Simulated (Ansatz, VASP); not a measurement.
# Al: VASP beside Ansatz

File POSCAR:

```
Al
1.0
   -1.0221629741      1.6443491322      1.6443491322
    1.6443491322     -1.0221629741      1.6443491322
    1.6443491322      1.6443491322     -1.0221629741
Al
1
Direct
    0.0000000000      0.0000000000      0.0000000000
```

INCAR.step1

```
SYSTEM = Al
ALGO = Normal
EDIFF = 1E-4
ENCUT = 520
GGA = PE
ISMEAR = 0
LASPH = .TRUE.
LCHARG = .FALSE.
LREAL = .FALSE.
LWAVE = .TRUE.
NBANDS = 8
NELM = 100
PREC = Accurate
SIGMA = 0.15
```

Contents of INCAR.step2:

```
SYSTEM = Al
ALGO = Normal
EDIFF = 1E-6
ENCUT = 520
ISIF = 2
ISMEAR = 0
ISTART = 1
LASPH = .TRUE.
LCHARG = .FALSE.
LMIXTAU = .TRUE.
LREAL = .FALSE.
LWAVE = .FALSE.
METAGGA = R2SCAN
NBANDS = 8
NELM = 100
PREC = Accurate
SIGMA = 0.15
```

File KPOINTS:

```
k-points
0
G
  24 24 24
  0 0 0
```

Input for Ansatz:

```yaml
crystal:
  lattice:
    - [-1.0221629741, 1.6443491322, 1.6443491322]
    - [1.6443491322, -1.0221629741, 1.6443491322]
    - [1.6443491322, 1.6443491322, -1.0221629741]
  atoms:
    - { symbol: Al, position: [0.0, 0.0, 0.0] }
basis:
  ecutwfc: 500
kpoints:
  mp_grid: { grid: [24, 24, 24] }
hamiltonian:
  xc: r2scan
scf:
  occupations: { method: gaussian, width: 0.15 }
output:
  forces: true
  stress: true
  eigenvalues: true
```

Alike in both runs: task single point; functional r2SCAN; k mesh 24 × 24 × 24; occupations gaussian, width 0.15 eV; no spin polarisation.

```csv
,VASP,Ansatz
version,VASP 6.6.1,Ansatz 0.2.0
potentials or method,"VASP PAW PBE potentials, release 64 (Al), cutoff 520 eV","scalar-relativistic, plane waves, PAW"
valence electrons in the cell,3,3
```

Ansatz gave:

| Item | Value |
| --- | --- |
| gap on the k mesh at the Fermi level (eV) | none |
| pressure (GPa) | 17.2 |
| traceless stress, the component that is largest in VASP (GPa) | -3.59 |

What did VASP give for the same quantities?

gap on the k mesh at the Fermi level (eV): none; pressure (GPa): 17.0; traceless stress, the component that is largest in VASP (GPa): -3.57.

VASP's potentials were made for PBE, not for r2SCAN. A gap of «none» marks a metal or a gap that the smearing closes.
